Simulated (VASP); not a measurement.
The system is CdF2.

```
Cd F
1.0
     0.00000    2.69418    2.69418
     2.69418    0.00000    2.69418
     2.69418    2.69418    0.00000
Cd F
1 2
Direct
  0.00000 0.00000 0.00000
  0.25000 0.25000 0.25000
  0.75000 0.75000 0.75000
```

Base run:

```yaml
Program: VASP 6.6.1
Functional: PBEsol
Potentials_or_basis: VASP PAW PBE potentials, release 64 (Cd, F)
Cutoff: 520 eV
k_mesh: 6 × 6 × 6
Occupations: gaussian, width 0.01 eV
Spin: no spin polarisation
```

Its results: band gap on the k mesh 2.92 eV (least direct gap 3.39 eV); pressure 0.5 GPa.

Task: The run is repeated on the same cell with these changes: functional from PBEsol to PBE-based screened hybrid with 15 % exact exchange; k mesh from 6 × 6 × 6 to 4 × 4 × 4. What comes out?

Result: Band gap on the k mesh 4.53 eV (least direct gap 5.08 eV); pressure 3.9 GPa.

Several settings changed at once.

Caveats: some runs use coarse meshes; the PAW data sets were made with another functional, which shifts forces and pressure a little.

A k mesh can miss the band edges.
